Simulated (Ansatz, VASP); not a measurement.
# Zn in VASP and in Ansatz

```
CELL_PARAMETERS angstrom
0.00000 1.99156 1.99156
1.99156 0.00000 1.99156
1.99156 1.99156 0.00000
ATOMIC_POSITIONS crystal
Zn 0.00000 0.00000 0.00000
```

Alike in both runs: task single point; functional PBE; k mesh 15 × 15 × 15; occupations fermi-dirac, width 0.1 eV; no spin polarisation.

```csv
,VASP,Ansatz
version,VASP 6.6.1,Ansatz 0.2.0
potentials or method,"VASP PAW PBE potentials, release 64 (Zn), cutoff 520 eV","plane waves (420 eV) with PAW, scalar-relativistic"
valence electrons in the cell,12,12
```

Ansatz gave:

```
pressure (GPa) : -2.6
```

Estimate VASP's values.

pressure (GPa): -2.3.
